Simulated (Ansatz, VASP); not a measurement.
## One calculation of W, two programs

File POSCAR:

```
W
1.0
   -1.6082896932      1.6082896932      1.6082896932
    1.6082896932     -1.6082896932      1.6082896932
    1.6082896932      1.6082896932     -1.6082896932
W
1
Direct
    0.0000000000      0.0000000000      0.0000000000
```

Contents of INCAR.step1:

```
SYSTEM = W
PREC = Accurate
ENCUT = 520
ISMEAR = 1
SIGMA = 0.05
LREAL = .False.
LASPH = .True.
NELM = 100
NBANDS = 13
GGA = PE
ALGO = Normal
EDIFF = 1E-4
LWAVE = .True.
LCHARG = .False.
```

The input INCAR.step2:

```
SYSTEM = W
PREC = Accurate
ENCUT = 520
EDIFF = 1E-7
ISMEAR = 1
SIGMA = 0.05
LREAL = .False.
LASPH = .True.
NELM = 100
ALGO = Normal
ISIF = 2
LWAVE = .False.
LCHARG = .True.
METAGGA = R2SCAN
LMIXTAU = .True.
LELF = .True.
LVHAR = .True.
NBANDS = 13
ISTART = 1
```

The input KPOINTS:

```
regular mesh
0
Gamma
  13 13 13
  0 0 0
```

Input for Ansatz:

```yaml
crystal:
  lattice:
    - [-1.6082896932241992, 1.6082896932241992, 1.6082896932241992]
    - [1.6082896932241992, -1.6082896932241992, 1.6082896932241992]
    - [1.6082896932241992, 1.6082896932241992, -1.6082896932241992]
  atoms:
    - { symbol: W, position: [0.0, 0.0, 0.0] }
basis:
  ecutwfc: 550.0
kpoints:
  mp_grid:
    grid: [13, 13, 13]
hamiltonian:
  xc: r2scan
  pseudopotentials:
    kind: paw
scf:
  occupations:
    method: cold
    width: 0.05
output:
  stress: true
```

Alike in both runs: task single point; functional r2SCAN; k mesh 13 × 13 × 13; no spin polarisation.

|  | VASP | Ansatz |
| --- | --- | --- |
| version | VASP 6.6.1 | Ansatz 0.2.0 |
| potentials or method | VASP PAW PBE potentials, release 64 (W_sv), cutoff 520 eV | plane waves, PAW |
| occupations | methfessel-paxton of order 1, width 0.05 eV | cold, width 0.05 eV |
| valence electrons in the cell | 14 | 14 |

```tsv
	VASP	Ansatz	Ansatz less VASP
pressure (GPa)	-12.5	-13.6	-1.02
```

VASP's potentials were made for PBE, not for r2SCAN.

Neither program's run includes spin-orbit coupling.
